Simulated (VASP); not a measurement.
Here is a VASP 6.6.1 calculation.

File INCAR:

```
ALGO     = Normal         # electronic algorithm
EDIFF    = 1E-6           # SCF threshold, eV
ENCUT    = 520            # plane-wave cutoff, eV
GGA      = PE             # functional
ISIF     = 2              # what is computed and relaxed
ISMEAR   = -1             # smearing method
LASPH    = True           # aspherical terms in the spheres
LCHARG   = True           # write CHGCAR
LELF     = True           # ELF
LREAL    = False          # projectors in reciprocal space
LVHAR    = True         
LWAVE    = False          # write WAVECAR
NBANDS   = 60             # bands
NELM     = 80             # most SCF steps
PREC     = Accurate       # precision mode
SIGMA    = 0.05           # smearing width, eV
```

Contents of KPOINTS:

```
k-points
0
Gamma
  6 5 6
```

The input POSCAR:

```
TiO2
1.0
    4.5453495500      0.0000000000      0.0000000000
    0.0000000000      5.5196194400      0.0000000000
    0.0000000000      0.0000000000      4.9091968600
Ti O
4 8
Direct
    0.0000000000      0.1729909300      0.7500000000
    0.5000000000      0.3270090700      0.2500000000
    0.0000000000      0.8270090700      0.2500000000
    0.5000000000      0.6729909300      0.7500000000
    0.2714506200      0.3817246400      0.9186490800
    0.7714506200      0.1182753600      0.0813509200
    0.2285493800      0.1182753600      0.4186490800
    0.7285493800      0.3817246400      0.5813509200
    0.2714506200      0.6182753600      0.4186490800
    0.7714506200      0.8817246400      0.5813509200
    0.2285493800      0.8817246400      0.9186490800
    0.7285493800      0.6182753600      0.0813509200
```

Potentials or basis: VASP PAW PBE potentials, release 64 (Ti_sv, O).

Command:

```bash
$ cat potpaw_PBE.64/Ti_sv/POTCAR potpaw_PBE.64/O/POTCAR > POTCAR
$ mpirun -np 1 vasp_std > vasp.out
```

Task: Estimate the band gap on the k mesh.

Result: 2.60 eV, indirect (least direct gap 2.65 eV).

Task: Predict the largest force.

Result: 0.086 eV/Å.

Forces on the atoms (eV/Å):
```
Ti   0.000  0.086  0.000
Ti   0.000 -0.086  0.000
Ti   0.000 -0.086  0.000
Ti   0.000  0.086  0.000
O   -0.045 -0.011 -0.006
O   -0.045  0.011  0.006
O    0.045  0.011 -0.006
O    0.045 -0.011  0.006
O   -0.045  0.011 -0.006
O   -0.045 -0.011  0.006
O    0.045 -0.011 -0.006
O    0.045  0.011  0.006
```

A k mesh can miss the band edges. As with any semilocal functional, this PBE gap is likely too small.
